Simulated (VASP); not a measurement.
Wanted: the native input for a VASP 6.6.1 run.

- Task: single point
- Functional: PBE
- Potentials or basis: VASP PAW PBE potentials, release 64 (Si, O)
- Cutoff: 520 eV
- k mesh: 2 × 2 × 2
- Occupations: gaussian, width 0.05 eV
- Spin: collinear spin, zero start
- Starting moments: [0.0, 0.0, 0.0, 0.0, 0.0, 0.0, 0.0, 0.0, 0.0, 0.0, 0.0, 0.0, 0.0, 0.0, 0.0, 0.0, 0.0] μB
- Dipole correction: no
- Further INCAR settings: LREAL = Auto; ALGO = Normal; EDIFF = 1e-06; NBANDS = 53

The structure of Si16O (a cell with a defect) lies in POSCAR:

```
Si16O
1.0
    0.0000000000      5.4300000000      5.4300000000
    5.4300000000      0.0000000000      5.4300000000
    5.4300000000      5.4300000000      0.0000000000
Si O
16 1
Direct
    0.0004823204      0.0047031308      0.0004244936
    0.1142886740      0.1834956722      0.0823899632
   -0.0062448435      0.0456938306      0.4538612339
    0.1399294659      0.0828576427      0.6288552486
   -0.0192291897      0.5556612339     -0.0284976980
    0.1206316759      0.6289303867      0.1299195212
    0.0069316759      0.4535165746      0.5054079190
    0.1431919890      0.5762969613      0.6166450276
    0.4875019337      0.0138940147     -0.0010713628
    0.6256887661      0.1259434622      0.1229841621
    0.5142205341     -0.0167978821      0.4970317680
    0.6300131676      0.1144488950      0.6258840700
    0.4954707182      0.5004388582      0.0029918969
    0.6078822284      0.6382485267      0.1271135359
    0.5100938306      0.4838244015      0.5030439227
    0.6337054328      0.6078476059      0.6290691529
    0.0938472376      0.8102932781      0.4243181400
```

These files were run (other wordings do the same):

INCAR

```
PREC = Accurate
ENCUT = 520
EDIFF = 1E-6
ISMEAR = 0
SIGMA = 0.05
LREAL = Auto
LASPH = True
NELM = 150
ALGO = Normal
ISIF = 2
LWAVE = False
LCHARG = False
ISPIN = 2
MAGMOM = 0 0 0 0 0 0 0 0 0 0 0 0 0 0 0 0 0
LORBIT = 11
GGA = PE
NBANDS = 53
```

KPOINTS

```
Automatic mesh
0
Gamma
  2 2 2
```

Potentials or basis: VASP PAW PBE potentials, release 64 (Si, O).

The run is started by

```bash
$ cat potpaw_PBE.64/Si/POTCAR potpaw_PBE.64/O/POTCAR > POTCAR
$ mpirun -np 1 vasp_std > vasp.out
```

Results of the run:

```
Pressure                                              : 4.4 GPa
Largest force                                         : 0.065 eV/Å
Band gap on the k mesh                                : 0.49 eV
Net moment                                            : 0.00 μB per cell
Valence electrons inside the program's atomic spheres : Si 1.68, 1.70, 1.69, 1.72, 1.71 (each value once); O 5.17
```

Caveat: the k points lie up to 0.50 Å⁻¹ apart.

It took 12 min on 1 thread of Intel(R) Xeon(R) Platinum 8275CL CPU @ 3.00GHz (Skylake/Cascade Lake), with other jobs on the host, peak memory 0.71 GiB.
